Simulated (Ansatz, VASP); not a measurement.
Two plane-wave programs on Al

```
CELL_PARAMETERS angstrom
-1.45797 1.45797 1.89536
1.45797 -1.45797 1.89536
1.45797 1.45797 -1.89536
ATOMIC_POSITIONS crystal
Al 0.00000 0.00000 0.00000
```

Alike in both runs: task single point; functional PBEsol; k mesh 24 × 24 × 24; occupations gaussian, width 0.15 eV; no spin polarisation.

|  | VASP | Ansatz |
| --- | --- | --- |
| version | VASP 6.6.1 | Ansatz 0.2.0 |
| potentials or method | VASP PAW PBE potentials, release 64 (Al), cutoff 520 eV | scalar-relativistic, plane waves, PAW |
| valence electrons in the cell | 3 | 3 |

Ansatz gave:

| Property | Result |
| --- | --- |
| gap on the k mesh at the Fermi level (eV) | none |
| pressure (GPa) | 0.8 |
| traceless stress, the component that is largest in VASP (GPa) | 3.08 |

Which values does VASP return?

gap on the k mesh at the Fermi level (eV): none; pressure (GPa): 0.9; traceless stress, the component that is largest in VASP (GPa): 3.10.

VASP's potentials were made for PBE, not for PBEsol. A gap of «none» marks a metal or a gap that the smearing closes.
